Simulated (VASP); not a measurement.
The system is Ga2F.

```
Ga F
1.0
     4.56358    0.00000    0.00000
    -2.28179    3.95217    0.00000
     0.00000    0.00000    2.76542
Ga F
2 1
Cartesian
  0.0000 2.6348 1.3827
  2.2818 1.3174 1.3827
  0.0000 0.0000 0.0000
```

```yaml
Program: VASP 6.6.1
Task: relaxation of cell and atoms
Functional: PBE
Potentials_or_basis: VASP PAW PBE potentials, release 64 (Ga_d, F)
Cutoff: 600 eV
k_mesh: 6 × 6 × 6
Occupations: gaussian, width 0.1 eV
Spin: no spin polarisation
```

At the start: pressure -0.1 GPa; volume 16.63 Å³/atom.

Q: How do energy, volume and symmetry change on relaxing?

A: Over 3 steps the energy falls by 2.1 meV/atom and the volume is 16.59 Å³/atom (-0.2 %); space group P6/mmm (No. 191, to 0.1 Å) before and after.

Step by step:
```tsv
step	energy change (eV)	largest force (eV/Å)	pressure (GPa)	volume (Å³)
1	0.0000	0.0000	-0.08	49.88
2	-0.0049	0.0000	-0.06	49.82
3	-0.0062	0.0000	-0.06	49.77
```

Final structure:
```
Ga F
1.0
     4.59427    0.00000    0.00000
    -2.29713    3.97875    0.00000
     0.00000    0.00000    2.72249
Ga F
2 1
Direct
  0.33333 0.66667 0.50000
  0.66667 0.33333 0.50000
  0.00000 0.00000 0.00000
```

Caveat: the k points lie up to 0.38 Å⁻¹ apart in the final cell, too coarse for converged energies and pressures of a metal.
